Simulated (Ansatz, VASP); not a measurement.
One calculation of Zr, two programs

INCAR

```
ALGO     = Normal         # electronic algorithm
EDIFF    = 1E-6           # SCF threshold, eV
ENCUT    = 520            # plane-wave cutoff, eV
GGA      = CA             # functional
ISIF     = 2              # what is computed and relaxed
ISMEAR   = -1             # smearing method
LASPH    = T              # aspherical terms in the spheres
LCHARG   = F              # write CHGCAR
LREAL    = F              # projectors in reciprocal space
LWAVE    = F              # write WAVECAR
NBANDS   = 32             # bands
NELM     = 60             # most SCF steps
PREC     = Accurate       # precision mode
SIGMA    = 0.1            # smearing width, eV
```

The input KPOINTS:

```
k-points
0
Gamma
  13 13 4
```

The input POSCAR:

```
Zr
1.0
    3.0842683857      0.0000000000      0.0000000000
   -1.5421341929      2.6710547741      0.0000000000
    0.0000000000      0.0000000000     10.1380662432
Zr
4
Direct
    0.0000000000      1.0000000000      0.0000000000
    0.0000000000      1.0000000000      0.5000000000
    0.3333333333      0.6666666667      0.2500000000
    0.6666666667      0.3333333333      0.7500000000
```

Input for Ansatz:

```yaml
crystal:
  lattice:
    - [3.0842683857, 0.0, 0.0]
    - [-1.5421341929, 2.6710547741, 0.0]
    - [0.0, 0.0, 10.1380662432]
  atoms:
    - { symbol: Zr, position: [0.0, 1.0, 0.0] }
    - { symbol: Zr, position: [0.0, 1.0, 0.5] }
    - { symbol: Zr, position: [0.3333333333, 0.6666666667, 0.25] }
    - { symbol: Zr, position: [0.6666666667, 0.3333333333, 0.75] }
hamiltonian:
  xc: lda
  pseudopotentials:
    kind: paw
    azcp:
      Zr: "pseudopotentials/Zr.paw.azcp"
basis:
  ecutwfc: 420
  fft_grid_basis: typed
kpoints:
  mp_grid: { grid: [13, 13, 4], shift: [0, 0, 0] }
magnetization:
  spin_polarized: false
scf:
  occupations: { method: fermi_dirac, width: 0.1 }
  lower_state_search: "off"
output:
  stress: true
  write_density: true
  write_potential: true
  elf: true
  volumetric_format: npy
```

Alike in both runs: task single point; functional LDA; k mesh 13 × 13 × 4; occupations fermi-dirac, width 0.1 eV; no spin polarisation.

|  | VASP | Ansatz |
| --- | --- | --- |
| version | VASP 6.6.1 | Ansatz 0.2.0 |
| potentials or method | VASP PAW LDA potentials, release 64 (Zr_sv), cutoff 520 eV | plane waves (420 eV) with PAW, scalar-relativistic |
| valence electrons in the cell | 48 | 48 |

VASP gave:

```
pressure (GPa)                                                : 4.6
traceless stress, the component that is largest in VASP (GPa) : 0.31
```

Task: What did Ansatz give for the same quantities?

Result: Pressure (GPa): 4.5; traceless stress, the component that is largest in VASP (GPa): 0.27.

Ansatz warns that its potentials were made for another functional, while VASP's fit it. LDA's correlation is that of Perdew and Zunger in VASP and of Perdew and Wang (1992) in Ansatz.
